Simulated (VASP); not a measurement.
CuI: single point with PBEsol

Crystal: CuI.

```
Cu I
1.0
     4.37554    0.00000    0.00000
    -2.18777    3.78933    0.00000
     0.00000    0.00000    7.25380
Cu I
2 2
Direct
  0.33333 0.66667 0.25000
  0.66667 0.33333 0.75000
  0.66667 0.33333 0.25000
  0.33333 0.66667 0.75000
```

- Program: VASP 6.6.1
- Task: single point
- Functional: PBEsol
- Potentials or basis: VASP PAW PBE potentials, release 64 (Cu, I)
- Cutoff: 520 eV
- k mesh: 6 × 6 × 4
- Occupations: gaussian, width 0.2 eV
- Spin: no spin polarisation
- Dipole correction: no
- Further INCAR settings: ALGO = Normal; EDIFF = 1e-06; NBANDS = 26

```
Pressure               : -1.3 GPa
Band gap on the k mesh : 1.13 eV, direct
```

Stress tensor (GPa, compression positive):
```
-1.61  0.00  0.00
 0.00 -1.61  0.00
 0.00  0.00 -0.73
```

Levels at points of the mesh, in eV from the valence-band top:
```tsv
k point	band 14	band 15	band 16	band 17	band 18	band 19	band 20	band 21	band 22	band 23
(0.00, 0.00, 0.00)	-1.52	-0.25	-0.25	0.00	0.00	1.13	1.23	4.83	4.83	5.55
(0.50, 0.00, 0.00)	-1.52	-1.52	-1.34	-1.29	-0.92	2.29	3.01	3.75	5.40	6.93
(0.00, 0.00, 0.50)	-1.43	-0.12	-0.12	-0.12	-0.12	1.66	1.66	5.06	5.06	5.06
(0.50, 0.00, 0.50)	-1.59	-1.42	-1.42	-0.83	-0.83	2.73	2.73	3.33	3.33	7.44
```

It took 63 s on 1 thread of Intel(R) Xeon(R) Platinum 8488C (Sapphire Rapids) (shared host), peak memory 0.27 GiB.

Caveat: the PAW data sets were made with another functional, which shifts forces and pressure a little; spin-orbit coupling is left out, which moves the levels of the heavy elements. A k mesh can miss the band edges.
